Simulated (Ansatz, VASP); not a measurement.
# Pt in VASP and in Ansatz

```
Pt
1.0
     2.80680    0.00000    0.00000
    -1.40340    2.43076    0.00000
     0.00000    0.00000    4.72160
Pt
2
Direct
  0.66667 0.33333 0.75000
  0.33333 0.66667 0.25000
```

Alike in both runs: task single point; functional PBE; k mesh 18 × 18 × 10; occupations gaussian, width 0.15 eV; no spin polarisation.

|  | VASP | Ansatz |
| --- | --- | --- |
| version | VASP 6.6.1 | Ansatz 0.2.0 |
| potentials or method | VASP PAW PBE potentials, release 64 (Pt), cutoff 520 eV | scalar-relativistic, plane waves, PAW |
| valence electrons in the cell | 20 | 36 |

Ansatz gave:

- gap on the k mesh at the Fermi level (eV): none
- pressure (GPa): -5.3
- traceless stress, the component that is largest in VASP (GPa): 3.06

**Question.** What did VASP give for the same quantities?

**Answer.** gap on the k mesh at the Fermi level (eV): none; pressure (GPa): -5.7; traceless stress, the component that is largest in VASP (GPa): 2.97.

A gap of «none» marks a metal or a gap that the smearing closes. The functional is the same, so the differences come from potentials, cutoffs and numerics. VASP's potentials hold 20 valence electrons a cell and Ansatz's 36, so a difference there can come from the potentials and not from the codes.

Neither program's run includes spin-orbit coupling.
